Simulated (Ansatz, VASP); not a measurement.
One calculation of CoSi2, two programs

```xyz
3
Lattice="0.0000 2.6780 2.6780 2.6780 0.0000 2.6780 2.6780 2.6780 0.0000" Properties=species:S:1:pos:R:3 pbc="T T T"
Co    0.0000    0.0000    0.0000
Si    4.0170    4.0170    4.0170
Si    1.3390    1.3390    1.3390
```

Alike in both runs: task single point; functional PBEsol; k mesh 7 × 7 × 7; occupations fermi-dirac, width 0.05 eV; collinear spin; fixed moment 2.5 μB.

|  | VASP | Ansatz |
| --- | --- | --- |
| version | VASP 6.6.1 | Ansatz 0.2.0 |
| potentials or method | VASP PAW PBE potentials, release 64 (Co_sv, Si) | Ansatz PAW |
| plane-wave cutoff (eV) | 600 | 420 |
| valence electrons in the cell | 25 | 25 |

|  | VASP | Ansatz | Ansatz less VASP |
| --- | --- | --- | --- |
| pressure (GPa) | 14.2 | 15.0 | +0.87 |
| net moment per atom (μB) | 0.83 | 0.83 | 0.000 |
| size of the moment on the site where the two differ most (μB) | 1.37 | 1.41 | +0.039 |

VASP's potentials were made for PBE, not for PBEsol. Site moments also hang on the region over which each program counts them.
